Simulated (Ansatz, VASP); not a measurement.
**Ba2Hf2O: VASP beside Ansatz**

```
CELL_PARAMETERS angstrom
5.50000 0.00000 0.00000
-2.75000 4.76314 0.00000
0.00000 0.00000 5.46225
ATOMIC_POSITIONS crystal
Ba 0.33333 0.66667 0.68903
Ba 0.66667 0.33333 0.68903
Hf 0.33333 0.66667 0.18868
Hf 0.66667 0.33333 0.18868
O 0.00000 0.00000 0.04241
```

Alike in both runs: task relaxation of cell and atoms; functional PBE; k mesh 6 × 6 × 4; occupations gaussian, width 0.1 eV; no spin polarisation.

|  | VASP | Ansatz |
| --- | --- | --- |
| version | VASP 6.6.1 | Ansatz 0.2.0 |
| potentials or method | VASP PAW PBE potentials, release 64 (Ba_sv, Hf_pv, O), cutoff 600 eV | scalar-relativistic, plane waves, PAW |
| valence electrons in the cell | 46 | 78 |

|  | VASP | Ansatz | Ansatz less VASP |
| --- | --- | --- | --- |
| gap on the k mesh at the Fermi level, each at its own relaxed structure (eV) | none | none | - |
| relaxed volume (Å³/atom) | 31.35 | 30.49 | -0.864 |
| relaxed cell length with the largest relative difference (Å) | 6.682 | 6.617 | -0.0649 |

A gap of «none» marks a metal or a gap that the smearing closes. VASP's potentials hold 46 valence electrons a cell and Ansatz's 78, so a difference there can come from the potentials and not from the codes.

Spin-orbit coupling is off throughout.
